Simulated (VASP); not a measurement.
The system is HfO2.

```
Hf O
1.0
     3.27430    0.00000    0.00000
    -1.63715    2.83562    0.00000
     0.00000    0.00000    5.74745
Hf O
1 2
Direct
  0.00000 0.00000 0.00000
  0.33333 0.66667 0.16976
  0.66667 0.33333 0.83024
```

This cell differs from its parent crystal: volume scaled by 1.040.

```yaml
Program: VASP 6.6.1
Task: relaxation of shape and atoms at fixed volume
Functional: PBE
Potentials_or_basis: VASP PAW PBE potentials, release 64 (Hf_pv, O)
Cutoff: 600 eV
k_mesh: 12 × 12 × 6
Occupations: gaussian, width 0.05 eV
Spin: no spin polarisation
```

At the start: pressure -4.9 GPa; volume 17.79 Å³/atom.

Q: How do energy, volume and symmetry change on relaxing?

A: Over 6 steps the energy falls by 8.5 meV/atom; space group P-3m1 (No. 164, to 0.05 Å).

The path:
```csv
step,energy change (eV),largest force (eV/Å),pressure (GPa),volume (Å³)
1,0.0000,0.4603,-4.91,53.36
2,-0.0214,0.1321,-2.12,53.36
3,-0.0248,0.0621,-0.46,53.36
4,-0.0248,0.0741,-0.38,53.36
5,-0.0256,0.0141,-0.21,53.36
6,-0.0256,0.0076,-0.19,53.36
```

Final structure:
```cif
data_structure
_symmetry_space_group_name_H-M 'P 1'
_symmetry_Int_Tables_number 1
_cell_length_a 3.2397
_cell_length_b 3.2397
_cell_length_c 5.8709
_cell_angle_alpha 90.000
_cell_angle_beta 90.000
_cell_angle_gamma 120.000
_cell_volume 53.36
loop_
_atom_site_label
_atom_site_type_symbol
_atom_site_fract_x
_atom_site_fract_y
_atom_site_fract_z
_atom_site_occupancy
Hf1 Hf 0.00000 0.00000 0.00000 1
O1 O 0.33333 0.66667 0.16410 1
O2 O 0.66667 0.33333 0.83590 1
```

Caveat: the cell differs from its parent crystal (volume scaled by 1.040).
